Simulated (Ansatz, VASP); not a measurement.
# MnWCl6: VASP beside Ansatz

```
CELL_PARAMETERS angstrom
0.00000 4.87516 4.87516
4.87516 0.00000 4.87516
4.87516 4.87516 0.00000
ATOMIC_POSITIONS crystal
Mn 0.00000 0.00000 0.00000
W 0.50000 0.50000 0.50000
Cl 0.74348 0.25652 0.25652
Cl 0.25652 0.74348 0.74348
Cl 0.25652 0.74348 0.25652
Cl 0.74348 0.25652 0.74348
Cl 0.25652 0.25652 0.74348
Cl 0.74348 0.74348 0.25652
```

Alike in both runs: functional PBE; k mesh 4 × 4 × 4; occupations gaussian, width 0.1 eV; collinear spin.

Ansatz relaxed the structure, and its values are those at the end. VASP's run is a single point on that final structure, the one shown.

```csv
,VASP,Ansatz
version,VASP 6.6.1,Ansatz 0.2.0
potentials or method,"VASP PAW PBE potentials, release 64 (Mn_pv, W_sv, Cl), cutoff 520 eV","scalar-relativistic, plane waves, PAW"
valence electrons in the cell,69,71
```

Ansatz gave:

```
gap on the k mesh at the Fermi level (eV)                     : none
pressure (GPa)                                                : 0.1
net moment per atom (μB)                                      : 0.38
size of the moment on the site where the two differ most (μB) : 0.99
```

Q: What did VASP give for the same quantities?

A: gap on the k mesh at the Fermi level (eV): none; pressure (GPa): 0.1; net moment per atom (μB): 0.38; size of the moment on the site where the two differ most (μB): 1.28.

Site moments also hang on the region over which each program counts them. A gap of «none» marks a metal or a gap that the smearing closes. The functional is the same, so the differences come from potentials, cutoffs and numerics. VASP's potentials hold 69 valence electrons a cell and Ansatz's 71, so a difference there can come from the potentials and not from the codes.

Spin-orbit coupling is off throughout.
